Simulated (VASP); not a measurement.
NaMg3O4: single point with PBE

The system is NaMg3O4.

```xyz
8
Lattice="4.3538 0.0000 0.0000 0.0000 4.3538 0.0000 0.0000 0.0000 4.3538" Properties=species:S:1:pos:R:3 pbc="T T T"
Mg    2.1146    2.1859   -0.0425
Mg    2.2024   -0.0238    2.2192
Mg    0.0374    2.1783    2.1487
Na   -0.0078    0.0123    0.0311
O    -0.0063    2.1293    0.0219
O    -0.0093    0.0386    2.1142
O     2.1932    2.2195    2.2019
O     2.2560    0.0262   -0.0498
```

This cell differs from its parent crystal: atoms moved at random.

```json
{"Program": "VASP 6.6.1", "Task": "single point", "Functional": "PBE", "Potentials or basis": "VASP PAW PBE potentials, release 64 (Mg, Na_pv, O)", "Cutoff": "520 eV", "k mesh": "6 × 6 × 6", "Occupations": "fermi-dirac, width 0.05 eV", "Spin": "no spin polarisation"}
```

| Item | Value |
| --- | --- |
| Pressure | -0.3 GPa |
| Largest force | 1.154 eV/Å |

Forces in eV/Å, atoms in the order of the input:
```
Mg   0.580 -0.083  0.321
Mg   0.066  0.329 -0.415
Mg  -0.376 -0.018  0.099
Na   0.548 -0.426 -0.714
O    0.201  0.778 -0.240
O    0.322 -0.245  0.971
O   -0.226 -0.171 -0.270
O   -1.115 -0.165  0.249
```

Stress tensor (GPa, compression positive):
```
-0.75 -0.01  0.13
-0.01 -0.61  0.10
 0.13  0.10  0.34
```

Levels at points of the mesh, in eV from the Fermi level:
| k point | band 17 | band 18 | band 19 | band 20 | band 21 | band 22 |
| --- | --- | --- | --- | --- | --- | --- |
| (0.00, 0.00, 0.00) | 0.20 | 0.21 | 0.22 | 4.39 | 9.04 | 9.07 |
| (0.50, 0.00, 0.00) | -0.66 | -0.16 | -0.15 | 7.22 | 7.91 | 10.83 |
| (0.00, 0.50, 0.00) | -0.66 | -0.16 | -0.15 | 7.22 | 7.86 | 10.72 |
| (0.00, 0.00, 0.50) | -0.66 | -0.16 | -0.15 | 7.20 | 7.87 | 10.80 |
| (0.50, 0.50, 0.00) | -0.55 | -0.48 | -0.04 | 8.56 | 8.99 | 9.26 |
| (0.00, 0.50, 0.50) | -0.55 | -0.50 | -0.05 | 8.62 | 9.06 | 9.15 |
| (0.50, 0.00, 0.50) | -0.56 | -0.47 | -0.05 | 8.56 | 9.02 | 9.32 |
| (0.50, 0.50, 0.50) | -0.48 | -0.06 | -0.05 | 7.45 | 8.18 | 8.21 |

Wall time 100 s on 1 thread of Intel(R) Xeon(R) Platinum 8559C (Emerald Rapids) (shared host), peak memory 0.33 GiB.

Caveat: the cell differs from its parent crystal (atoms moved at random); an odd number of electrons without spin polarisation forces a metal; a magnetic or distorted state may lie lower.
